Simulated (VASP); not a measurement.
Runs of VASP 6.6.1 on HfN. The structure is that of space group Fm-3m (No. 225), or close to it. The cells are those of the table. 

```tsv
task	level	cell	cutoff (eV)	gap on the mesh (eV)	pressure (GPa)	relaxed volume (Å³/atom)
relaxation of cell and atoms	r2SCAN+rVV10	relaxed from a = 3.190 Å, angles 60.0°, 2 atoms	600	none	-0.1	11.43
single point	revPBE+D3(BJ)	a = 3.188 Å, angles 60.0°, 2 atoms	520	none	(b)	-
relaxation of cell and atoms	r2SCAN	relaxed from a = 3.190 Å, angles 60.0°, 2 atoms	600	none	0.0	-
relaxation of cell and atoms	revPBE+D3(BJ)	relaxed from a = 3.190 Å, angles 60.0°, 2 atoms	600	none	0.0	11.35
single point	r2SCAN	a = 3.200 Å, angles 60.0°, 2 atoms	520	none	-2.7	-
single point	r2SCAN+rVV10	a = 3.193 Å, angles 60.0°, 2 atoms	520	none	(a)	-
```

Alike in all rows: potentials or basis VASP PAW PBE potentials, release 64 (Hf_pv, N); no spin polarisation; k mesh 11 × 11 × 11; smearing methfessel-paxton 0.1 eV.

**Question.** Fill in the values left out.

**Answer.** (a) -2.0; (b) -2.5.

Caveats: the PAW data sets were made with another functional, which shifts forces and pressure a little; spin-orbit coupling is left out, which moves the levels of the heavy elements; pairwise dispersion overbinds metals, which lowers pressure and volume (some runs); the relaxation stopped at its first step, so nothing moved (some runs).

A k mesh can miss the band edges, and the runs leave out spin-orbit coupling on Hf.

A gap of «none» marks levels without a gap at the run's occupations.
